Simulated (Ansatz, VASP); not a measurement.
Two plane-wave programs on Sb

```xyz
1
Lattice="-1.4836 1.4836 3.0624 1.4836 -1.4836 3.0624 1.4836 1.4836 -3.0624" Properties=species:S:1:pos:R:3 pbc="T T T"
Sb    0.0000    0.0000    0.0000
```

Alike in both runs: task single point; functional PBE; k mesh 24 × 24 × 24; occupations gaussian, width 0.15 eV; no spin polarisation.

|  | VASP | Ansatz |
| --- | --- | --- |
| version | VASP 6.6.1 | Ansatz 0.2.0 |
| potentials or method | VASP PAW PBE potentials, release 64 (Sb), cutoff 520 eV | scalar-relativistic, plane waves, PAW |
| valence electrons in the cell | 5 | 15 |

Ansatz gave:

* gap on the k mesh at the Fermi level (eV): none
* pressure (GPa): 5.5
* traceless stress, the component that is largest in VASP (GPa): -5.21

Task: Estimate VASP's values.

Result: gap on the k mesh at the Fermi level (eV): none; pressure (GPa): 5.5; traceless stress, the component that is largest in VASP (GPa): -5.28.

A gap of «none» marks a metal or a gap that the smearing closes. VASP's potentials hold 5 valence electrons a cell and Ansatz's 15, so a difference there can come from the potentials and not from the codes.

Neither program's run includes spin-orbit coupling.
